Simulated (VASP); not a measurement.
# HgTe (F-43m) in VASP: notebook

The runs below take HgTe through single point, relaxation of cell and atoms, with r2SCAN.

Program: VASP 6.6.1. These are calculated values, not measurements. Logs are shortened: lines on timing, memory, paths and dates and some standing lists are left out, and cuts for length are marked.

**1. The cell of the first run**

It takes space group F-43m (No. 216, cubic). Conventional cell: a = 6.363 Å, b = 6.363 Å, c = 6.363 Å, α = 90.00°, β = 90.00°, γ = 90.00°. Hg (site symmetry -43m) has 4 Te at 2.76 Å within 3.6 Å. Te (site symmetry -43m) has 4 Hg at 2.76 Å within 3.6 Å.

**2. Single point, r2SCAN**

Contents of POSCAR:

```
HgTe
1.0
    0.0000000000      3.1812729268      3.1812729268
    3.1812729268      0.0000000000      3.1812729268
    3.1812729268      3.1812729268      0.0000000000
Hg Te
1 1
Direct
    0.0000000000      0.0000000000      0.0000000000
    0.2500000000      0.2500000000      0.2500000000
```

Contents of INCAR.step1:

```
SYSTEM = HgTe
PREC = Accurate
ENCUT = 520
ISMEAR = 0
SIGMA = 0.03
LREAL = .FALSE.
LASPH = .TRUE.
NELM = 60
NBANDS = 16
GGA = PE
ALGO = Normal
EDIFF = 1E-4
LWAVE = .TRUE.
LCHARG = .FALSE.
```

Contents of INCAR.step2:

```
SYSTEM = HgTe
PREC = Accurate
ENCUT = 520
EDIFF = 1E-7
ISMEAR = 0
SIGMA = 0.03
LREAL = .FALSE.
LASPH = .TRUE.
NELM = 60
ALGO = Normal
ISIF = 2
LWAVE = .FALSE.
LCHARG = .TRUE.
METAGGA = R2SCAN
LMIXTAU = .TRUE.
LELF = .TRUE.
LVHAR = .TRUE.
NBANDS = 16
ISTART = 1
```

Contents of KPOINTS:

```
Automatic mesh
0
G
  10 10 10
  0 0 0
```

Potentials or basis: VASP PAW PBE potentials, release 64 (Hg, Te).

Command:

```sh
$ cat potpaw_PBE.64/Hg/POTCAR potpaw_PBE.64/Te/POTCAR > POTCAR
$ cp INCAR.step1 INCAR
$ mpirun -np 1 vasp_std > vasp.out
$ cp INCAR.step2 INCAR
$ mpirun -np 1 vasp_std > vasp.out
```

OUTCAR:

```text
SYSTEM = HgTe
   PREC = Accurate
   ENCUT = 520
   EDIFF = 1E-7
   ISMEAR = 0
   LREAL = .FALSE.
   LASPH = .TRUE.
   NELM = 60
   ISIF = 2
   METAGGA = R2SCAN
   ISTART = 1

 ion  position               nearest neighbor table
   1  0.000  0.000  0.000-   2 2.76   2 2.76   2 2.76   2 2.76
   2  0.250  0.250  0.250-   1 2.76   1 2.76   1 2.76   1 2.76

  LATTYP: Found a face centered cubic cell.
 ALAT       =     6.3625458536

  Lattice vectors:

 A1 = (   0.0000000000,   3.1812729268,   3.1812729268)
 A2 = (   3.1812729268,   0.0000000000,   3.1812729268)
 A3 = (   3.1812729268,   3.1812729268,   0.0000000000)

Analysis of symmetry for initial positions (statically):
=====================================================================
 Subroutine PRICEL returns:
 Original cell was already a primitive cell.

 Routine SETGRP: Setting up the symmetry group for a
 face centered cubic supercell.

 Subroutine GETGRP returns: Found 24 space group operations
 (whereof 24 operations were pure point group operations)
 out of a pool of 48 trial point group operations.

The static configuration has the point symmetry T_d .

Analysis of symmetry for dynamics (positions and initial velocities):
=====================================================================
 Subroutine PRICEL returns:
 Original cell was already a primitive cell.

 Routine SETGRP: Setting up the symmetry group for a
 face centered cubic supercell.

 Subroutine GETGRP returns: Found 24 space group operations
 (whereof 24 operations were pure point group operations)
 out of a pool of 48 trial point group operations.

The dynamic configuration has the point symmetry T_d .

 Subroutine INISYM returns: Found 24 space group operations
 (whereof 24 operations are pure point group operations),
 and found     1 'primitive' translations

----------------------------------------------------------------------------------------

                                     Primitive cell

  volume of cell :      64.3921

  direct lattice vectors                    reciprocal lattice vectors
     0.000000000  3.181272927  3.181272927    -0.157169791  0.157169791  0.157169791
     3.181272927  0.000000000  3.181272927     0.157169791 -0.157169791  0.157169791
     3.181272927  3.181272927  0.000000000     0.157169791  0.157169791 -0.157169791

  length of vectors
     4.498999319  4.498999319  4.498999319     0.272226063  0.272226063  0.272226063

  position of ions in fractional coordinates (direct lattice)
     0.000000000  0.000000000  0.000000000
     0.250000000  0.250000000  0.250000000

  ion indices of the primitive-cell ions
   primitive index   ion index
                 1           1
                 2           2

----------------------------------------------------------------------------------------

 KPOINTS: Automatic mesh

Automatic generation of k-mesh.
 Grid dimensions read from file:
 generate k-points for:   10   10   10

 Generating k-lattice:

  Cartesian coordinates                     Fractional coordinates (reciprocal lattice)
    -0.015716979  0.015716979  0.015716979     0.100000000  0.000000000  0.000000000
     0.015716979 -0.015716979  0.015716979     0.000000000  0.100000000  0.000000000
     0.015716979  0.015716979 -0.015716979     0.000000000  0.000000000  0.100000000

  Length of vectors
     0.027222606  0.027222606  0.027222606

  Shift w.r.t. Gamma in fractional coordinates (k-lattice)
     0.000000000  0.000000000  0.000000000

 Subroutine IBZKPT returns following result:
 ===========================================

 Found     47 irreducible k-points:

 Following reciprocal coordinates:
            Coordinates               Weight
  0.000000  0.000000  0.000000      1.000000
  0.100000  0.000000  0.000000      8.000000
  0.200000  0.000000  0.000000      8.000000
  0.300000  0.000000  0.000000      8.000000
  0.400000  0.000000  0.000000      8.000000
  0.500000  0.000000  0.000000      4.000000
[... 16 lines left out ...]
  0.300000  0.300000  0.000000      6.000000
  0.400000  0.300000  0.000000     24.000000
 [... further k-points ...]
   k-points           NKPTS =     47   k-points in BZ     NKDIM =     47   number of bands    NBANDS=     16
   number of dos      NEDOS =    301   number of ions     NIONS =      2
   total plane-waves  NPLWV =  46656
   dimension x,y,z NGX =    36 NGY =   36 NGZ =   36
   dimension x,y,z NGXF=    72 NGYF=   72 NGZF=   72
   ions per type =               1   1
   NGX,Y,Z   is equivalent  to a cutoff of  13.30, 13.30, 13.30 a.u.
   NGXF,Y,Z  is equivalent  to a cutoff of  26.61, 26.61, 26.61 a.u.
 SYSTEM =  HgTe
   PREC   = accura    normal or accurate (medium, high low for compatibility)
   ISTART =      1    job   : 0-new  1-cont  2-samecut
   ICHARG =      0    charge: 1-file 2-atom 10-const
   ISPIN  =      1    spin polarized calculation?
   LNONCOLLINEAR =      F non collinear calculations
   LSORBIT =      F    spin-orbit coupling
   LASPH  =      T    aspherical Exc in radial PAW
   ENCUT  =  520.0 eV  38.22 Ry    6.18 a.u.   8.37  8.37  8.37*2*pi/ulx,y,z
   NELM   =     60;   NELMIN=  2; NELMDL=  0     # of ELM steps
   EDIFF  = 0.1E-06   stopping-criterion for ELM
   LREAL  =      F    real-space projection
   EDIFFG = 0.1E-05   stopping-criterion for IOM
   NSW    =      0    number of steps for IOM
   IBRION =     -1    ionic relax: 0-MD 1-quasi-New 2-CG
   NFREE  =      0    steps in history (QN), initial steepest desc. (CG)
   ISIF   =      2    stress and relaxation
   ISYM   =      2    0-nonsym 1-usesym 2-fastsym
   POTIM  = 0.5000    time-step for ionic-motion
   TEBEG  =    0.0;   TEEND  =   0.0 temperature during run
   PSTRESS=    0.0 pullay stress
   NELECT =      18.0000    total number of electrons
   NUPDOWN=      -1.0000    fix difference up-down
   EMIN   =  10.00;   EMAX   =-10.00  energy-range for DOS
   EFERMI =   0.00;   METHOD = LEGACY
   ISMEAR =     0;   SIGMA  =   0.03  broadening in eV -4-tet -1-fermi 0-gaus
   EFERMI_NEDOS =   21; number of points for ismear=-14 and -15
   IALGO  =     38    algorithm
   IMIX   =      4    mixing-type and parameters
     AMIX     =   0.40;   BMIX     =  1.00
     AMIX_MAG =   1.60;   BMIX_MAG =  1.00
  volume/ion in A,a.u.               =      32.20       217.27
  Fermi-wavevector in a.u.,A,eV,Ry     =   1.070421  2.022803 15.589579  1.145802
  Thomas-Fermi vector in A             =   2.206131
   LORBIT       =      0    0 simple, 1 ext, 2 COOP (PROOUT), +10 PAW based schemes
   METAGGA = R2SCAN    functional components
   LHFCALC =     F    Hartree Fock is set to
   AEXX    =    0.0000 exact exchange contribution
   IVDW    =     0    specifies the selected vdW correction
   LEPSILON=     F    determine dielectric tensor
   LRPA    =     F    only Hartree local field effects (RPA)
 non-spin polarized calculation
 Gauss-broadening in eV      SIGMA  =   0.03
  energy-cutoff  :      520.00
  volume of cell :       64.39
 maximum number of plane-waves:      1759
 NGX is ok and might be reduce to    36
   NGX = 17   NGY = 17   NGZ = 17

 number of electron      17.9999998 magnetization

 Free energy of the ion-electron system (eV)
  ---------------------------------------------------
  ext. energy  EPLUGINS =         0.00000000
  ---------------------------------------------------
  free energy    TOTEN  =       -75.06608566 eV

  energy without entropy =      -75.06603939  energy(sigma->0) =      -75.06606253

 E-fermi :   3.4086     XC(G=0):  -9.5495

 val. band max:        3.3994442232   @ k =   0.0000   0.0000   0.0000
 cond. band min:       4.2022197293   @ k =   0.1000   0.0000   0.0000
 fundamental gap:      0.8027755061
 Fermi energy:         3.4085812767

 k-point     1 :       0.0000    0.0000    0.0000
  band No.  band energies     occupation
      1      -9.3870      2.00000
      2      -4.5477      2.00000
      3      -4.5477      2.00000
      4      -4.5477      2.00000
      5      -3.9097      2.00000
      6      -3.9097      2.00000
[... 8 lines left out ...]
     15      13.5017      0.00000
     16      13.5017      0.00000

 k-point     2 :       0.1000    0.0000    0.0000
  band No.  band energies     occupation
      1      -9.3292      2.00000
      2      -4.5312      2.00000
      3      -4.5312      2.00000
      4      -4.5287      2.00000
      5      -3.9115      2.00000
      6      -3.9115      2.00000
[... 8 lines left out ...]
     15      12.7464      0.00000
     16      12.7464      0.00000

 k-point     3 :       0.2000    0.0000    0.0000
  band No.  band energies     occupation
      1      -9.1724      2.00000
      2      -4.4896      2.00000
      3      -4.4896      2.00000
      4      -4.4505      2.00000
      5      -3.9131      2.00000
      6      -3.9131      2.00000
[... 8 lines left out ...]
     15      12.3256      0.00000
     16      12.3256      0.00000

 k-point     4 :       0.3000    0.0000    0.0000
  band No.  band energies     occupation
      1      -8.9673      2.00000
      2      -4.4432      2.00000
      3      -4.4432      2.00000
      4      -4.2577      2.00000
      5      -3.9067      2.00000
      6      -3.9067      2.00000
[... 8 lines left out ...]
     15      12.5487      0.00000
     16      12.5487      0.00000
[... 324 lines left out ...]
 k-point    22 :      -0.2000    0.2000    0.0000
  band No.  band energies     occupation
      1      -8.8957      2.00000
      2      -4.4200      2.00000
      3      -4.3983      2.00000
      4      -4.2462      2.00000
      5      -3.9368      2.00000
      6      -3.8687      2.00000
[... 8 lines left out ...]
     15      13.4729      0.00000
     16      13.7091      0.00000

 k-point    23 :       0.3000    0.3000    0.0000
  band No.  band energies     occupation
      1      -8.8217      2.00000
      2      -4.4329      2.00000
      3      -4.3025      2.00000
      4      -4.3025      2.00000
      5      -3.9114      2.00000
      6      -3.8616      2.00000
[... 8 lines left out ...]
     15      13.9094      0.00000
     16      15.0857      0.00000

 k-point    24 :       0.4000    0.3000    0.0000
  band No.  band energies     occupation
      1      -8.6804      2.00000
      2      -4.3802      2.00000
      3      -4.2500      2.00000
      4      -4.2194      2.00000
      5      -3.8547      2.00000
      6      -3.8040      2.00000
[... 8 lines left out ...]
     15      14.2169      0.00000
     16      15.4889      0.00000

 [... further k-points ...]
[... 5 lines left out ...]
  --------------------------------------------------------------------------------------
  -------------------------------------------------------------------------------------
  Total        2.0532840      2.0532840      2.0532840      0.0000000      0.0000000     -0.0000000
  in kB       51.0889313     51.0889313     51.0889313      0.0000000      0.0000000     -0.0000000
  external PRESSURE =      51.0889313 kB  Pullay stress =       0.0000000 kB

 VOLUME and BASIS-vectors are now :
 -----------------------------------------------------------------------------
  energy-cutoff  :      520.00
  volume of cell :       64.39
      direct lattice vectors                 reciprocal lattice vectors
     0.000000000  3.181272927  3.181272927    -0.157169791  0.157169791  0.157169791
     3.181272927  0.000000000  3.181272927     0.157169791 -0.157169791  0.157169791
     3.181272927  3.181272927  0.000000000     0.157169791  0.157169791 -0.157169791

 POSITION                                       TOTAL-FORCE (eV/Angst)
 -----------------------------------------------------------------------------------
      0.00000      0.00000      0.00000         0.000000      0.000000      0.000000
      1.59064      1.59064      1.59064        -0.000000     -0.000000     -0.000000
 -----------------------------------------------------------------------------------
    total drift:                               -0.000000     -0.000000     -0.000000

  FREE ENERGIE OF THE ION-ELECTRON SYSTEM (eV)
  ---------------------------------------------------
  free  energy   TOTEN  =       -75.0660856649 eV

  energy  without entropy=      -75.0660393862  energy(sigma->0) =      -75.06606253
```

Run time: 2.6 min. Hardware: 1 thread of Intel Xeon Platinum 8488C (Sapphire Rapids), shared host; peak memory 0.24 GiB.

Results:

| Item | Value |
| --- | --- |
| Free energy | -75.0661 eV |
| Pressure | 5.1 GPa |
| Band gap on the k mesh | zero (filled and empty bands touch) |

Levels at points of the mesh, in eV from the Fermi level:
| k point | band 7 | band 8 | band 9 | band 10 | band 11 | band 12 |
| --- | --- | --- | --- | --- | --- | --- |
| (0.00, 0.00, 0.00) | -0.29 | -0.01 | -0.01 | -0.01 | 4.45 | 4.45 |
| (0.50, 0.00, 0.00) | -6.00 | -1.14 | -1.14 | 0.95 | 5.30 | 5.30 |
| (0.50, 0.50, 0.00) | -5.88 | -2.59 | -2.59 | 2.05 | 2.60 | 8.91 |

Caveat: the PAW data sets were made with another functional, which shifts forces and pressure a little; spin-orbit coupling is left out, which moves the levels of the heavy elements.

**3. Relaxation of cell and atoms, r2SCAN, target pressure 5 GPa, at which the enthalpy is minimised**

This run uses another cell than the first one, of 33.70 Å³/atom, 1.047 times its volume.

Contents of POSCAR:

```
HgTe
1.0
    0.0000000000      3.2300000000      3.2300000000
    3.2300000000      0.0000000000      3.2300000000
    3.2300000000      3.2300000000      0.0000000000
Hg Te
1 1
Direct
    0.0000000000      0.0000000000      0.0000000000
    0.2500000000      0.2500000000      0.2500000000
```

Contents of INCAR.step1:

```
ALGO = Normal
EDIFF = 1E-4
ENCUT = 600
GGA = PE
ISMEAR = 0
LASPH = True
LCHARG = False
LREAL = False
LWAVE = True
NELM = 80
PREC = Accurate
SIGMA = 0.03
```

Contents of INCAR.step2:

```
ALGO = Normal
EDIFF = 1E-7
EDIFFG = -0.005
ENCUT = 600
IBRION = 2
ISIF = 3
ISMEAR = 0
ISTART = 1
LASPH = True
LCHARG = False
LMIXTAU = True
LREAL = False
LWAVE = False
METAGGA = R2SCAN
NELM = 80
NSW = 80
PREC = Accurate
PSTRESS = 50.0
SIGMA = 0.03
```

Contents of KPOINTS:

```
k-points
0
Gamma
  10 10 10
```

Potentials or basis: VASP PAW PBE potentials, release 64 (Hg, Te).

Command:

```sh
$ cat potpaw_PBE.64/Hg/POTCAR potpaw_PBE.64/Te/POTCAR > POTCAR
$ cp INCAR.step1 INCAR
$ mpirun -np 1 vasp_std > vasp.out
$ cp INCAR.step2 INCAR
$ mpirun -np 1 vasp_std > vasp.out
```

OUTCAR:

```text
EDIFF = 1E-7
   EDIFFG = -0.005
   ENCUT = 600
   IBRION = 2
   ISIF = 3
   ISMEAR = 0
   ISTART = 1
   LASPH = True
   LREAL = False
   METAGGA = R2SCAN
   NELM = 80
   NSW = 80
   PREC = Accurate
   PSTRESS = 50.0

 ion  position               nearest neighbor table
   1  0.000  0.000  0.000-   2 2.80   2 2.80   2 2.80   2 2.80
   2  0.250  0.250  0.250-   1 2.80   1 2.80   1 2.80   1 2.80

  LATTYP: Found a face centered cubic cell.
 ALAT       =     6.4600000000

  Lattice vectors:

 A1 = (   0.0000000000,   3.2300000000,   3.2300000000)
 A2 = (   3.2300000000,   0.0000000000,   3.2300000000)
 A3 = (   3.2300000000,   3.2300000000,   0.0000000000)

Analysis of symmetry for initial positions (statically):
=====================================================================
[... 260 lines left out ...]

 val. band max:        3.3737637038   @ k =   0.0000   0.0000   0.0000
 cond. band min:       4.1728142539   @ k =   0.1000   0.0000   0.0000
 fundamental gap:      0.7990505501
 Fermi energy:         3.3829006849

 k-point     1 :       0.0000    0.0000    0.0000
  band No.  band energies     occupation
      1      -9.3945      2.00000
      2      -4.5588      2.00000
      3      -4.5588      2.00000
      4      -4.5588      2.00000
      5      -3.9239      2.00000
      6      -3.9239      2.00000
      7       3.0858      2.00000
      8       3.3738      1.33334
      9       3.3738      1.33333
     10       3.3738      1.33333
     11       7.8385      0.00000
     12       7.8385      0.00000
     13       7.8385      0.00000
[... 354 lines left out ...]
  band No.  band energies     occupation
      1      -8.6912      2.00000
      2      -4.3909      2.00000
      3      -4.2627      2.00000
      4      -4.2319      2.00000
      5      -3.8692      2.00000
      6      -3.8182      2.00000
      7      -1.4245      2.00000
      8       1.0801      2.00000
      9       1.2823      2.00000
     10       5.6535      0.00000
     11       6.5898      0.00000
     12      10.3006      0.00000
     13      11.1126      0.00000

 [... further k-points ...]
[... 5 lines left out ...]
  --------------------------------------------------------------------------------------
  -------------------------------------------------------------------------------------
  Total        2.0122997      2.0122997      2.0122997     -0.0000000      0.0000000     -0.0000000
  in kB       49.9583567     49.9583567     49.9583567     -0.0000000      0.0000000     -0.0000000
  external PRESSURE =      -0.0416433 kB  Pullay stress =      50.0000000 kB
[... 21 lines left out ...]
  energy  without entropy=      -75.0709589511  energy(sigma->0) =      -75.07098209

  enthalpy is  TOTEN    =       -73.0570281789 eV   P V=        2.0139770509

 reached required accuracy - stopping structural energy minimisation
```

OUTCAR.step1:

```text
EDIFF = 1E-4
   ENCUT = 600
   GGA = PE
   ISMEAR = 0
   LASPH = True
[... 604 lines left out ...]
 -----------------------------------------------------------------------------------
      0.00000      0.00000      0.00000        -0.000000     -0.000000     -0.000000
      1.61500      1.61500      1.61500         0.000000      0.000000      0.000000
 -----------------------------------------------------------------------------------
    total drift:                               -0.000000     -0.000000     -0.000000

  FREE ENERGIE OF THE ION-ELECTRON SYSTEM (eV)
  ---------------------------------------------------
  free  energy   TOTEN  =        -3.5821548458 eV

  energy  without entropy=       -3.5821085671  energy(sigma->0) =       -3.58213171
```

Wall time 5.4 min (1 thread of Intel Xeon Platinum 8488C (Sapphire Rapids), shared host); peak memory 0.26 GiB.

Results:

| Quantity | Value |
| --- | --- |
| Free energy | -75.0710 eV |
| Relaxed volume | 32.27 Å³/atom |
| Relaxed cell | a = 4.502 Å, b = 4.502 Å, c = 4.502 Å, α = 60.00°, β = 60.00°, γ = 60.00° |
| Space group after relaxing (to 0.05 Å) | F-43m (No. 216) |
| Energy change on relaxing (the enthalpy is what falls) | +32.9 meV/atom |
| Ionic steps | 3 |
| Pressure after relaxing | 5.0 GPa |
| Band gap on the k mesh | zero (filled and empty bands touch) |

The path:
```
step  energy change (eV)  largest force (eV/Å)  pressure (GPa)  volume (Å³)
   1              0.0000                0.0000            2.48        67.40
   2              0.1493                0.0000            7.37        62.36
   3              0.0657                0.0000            5.00        64.53
```

Final structure:
```
Hg Te
1.0
     0.00000    3.18362    3.18362
     3.18362    0.00000    3.18362
     3.18362    3.18362    0.00000
Hg Te
1 1
Direct
  0.00000 0.00000 0.00000
  0.25000 0.25000 0.25000
```

Levels at points of the mesh, in eV from the Fermi level:
```tsv
k point	band 5	band 6	band 7	band 8	band 9	band 10	band 11	band 12	band 13
(0.00, 0.00, 0.00)	-7.31	-7.31	-0.30	-0.01	-0.01	-0.01	4.46	4.46	4.46
(0.50, 0.00, 0.00)	-7.28	-6.95	-5.99	-1.13	-1.13	0.95	5.31	5.31	7.13
(0.50, 0.50, 0.00)	-7.23	-6.76	-5.87	-2.58	-2.58	2.05	2.60	8.90	9.62
```

Caveat: the cell is relaxed towards a set pressure, so the enthalpy falls and the energy may rise; the PAW data sets were made with another functional, which shifts forces and pressure a little; spin-orbit coupling is left out, which moves the levels of the heavy elements.
